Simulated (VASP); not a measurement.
A run of VASP 6.6.1 is set up as follows.

File INCAR:

```
SYSTEM = H10C2S
PREC = Accurate ; ENCUT = 520
EDIFF = 1E-6 ; ISMEAR = -1
SIGMA = 0.05 ; LREAL = Auto
LASPH = .TRUE. ; NELM = 120
ALGO = Normal ; ISIF = 2
LWAVE = .FALSE. ; LCHARG = .TRUE.
GGA = CA ; LELF = .TRUE.
LVHAR = .TRUE. ; NBANDS = 61
GGA_COMPAT = .FALSE.
```

KPOINTS

```
regular mesh
0
G
  1 1 1
  0 0 0
```

File POSCAR:

```
H10C2S
1.0
    8.2327460000      0.0000000000      0.0000000000
    0.0000000000      8.2327460000      0.0000000000
    0.0000000000      0.0000000000      8.2327460000
S H C
3 30 6
Direct
    0.9296290691      0.0387355568      0.2286964762
    0.7526164417      0.5289486643      0.1768304281
    0.5958886622      0.4734143383      0.5967510719
    0.8337436865      0.1641979480      0.1869849987
    0.8238441949     -0.0706447156      0.1558653698
    0.7585561367      0.5013394073      0.3334367415
    0.8844558061      0.4371688377      0.1530230618
    0.6916647252      0.5248309616      0.7169296854
    0.4751755975      0.5823330393      0.6291218021
    0.3815980719      0.1675747072     -0.0718229373
    0.2522366170      0.0977316681     -0.2254776231
    0.1988765352      0.2709302583     -0.1033676977
    0.1900095059      0.0866175150     -0.0102881833
    0.7700468349      0.8118311922      0.5894752492
    0.6419729213      0.9577970704      0.4749691051
    0.8267229427      1.0092258403      0.5736603559
    0.6484713606      0.9873011994      0.6948592851
    0.3741036101      0.7076496712      0.2036987416
    0.4020529724      0.4974403437      0.1807294917
    0.2278947996      0.5879569223      0.2985273686
    0.4318486201      0.6013667858      0.3800190119
    0.1496098629     -0.1196077226      0.5828067573
    0.2238742699     -0.0897391952      0.3821203764
    0.3756705235     -0.1439738333      0.5609307028
    0.2714525627      0.0583401941      0.5543593839
    0.9844831846      0.7601109035      0.7495069081
    0.8337315399      0.6628893932      0.8897395839
    0.9297505352      0.8396955281      0.9480068983
    1.0630596401      0.6672135883      0.9199117767
    0.1662142862      0.4259210718      0.4871521604
   -0.0484407025      0.3920077214      0.5375606146
    0.0754183355      0.4866784424      0.6717928623
    0.0932860069      0.2646504581      0.6458233984
    0.2602169434      0.1517355206     -0.1074489605
    0.7165652870      0.9377794481      0.5833897949
    0.3645563704      0.5968725380      0.2721813597
    0.2641038604     -0.0856700790      0.5146520979
    0.9539587399      0.7294042595      0.8718719125
    0.0765601174      0.3879264586      0.5841064452
```

Potentials or basis: VASP PAW LDA potentials, release 64 (S, H, C).

Command:

```console
$ cat potpaw_LDA.64/S/POTCAR potpaw_LDA.64/H/POTCAR potpaw_LDA.64/C/POTCAR > POTCAR
$ mpirun -np 1 vasp_gam > vasp.out
```

Problem. What does it give for the largest force?

Solution. 3.785 eV/Å.

Problem. Estimate the pressure.

Solution. -0.7 GPa.

Problem. Estimate the band gap on the k mesh.

Solution. 4.08 eV.

Stress tensor (GPa, compression positive):
```
-1.19  0.42  0.93
 0.42 -1.43 -0.65
 0.93 -0.65  0.47
```

Caveat: the k points lie up to 0.76 Å⁻¹ apart; the atoms stand as in a frame of molecular dynamics.
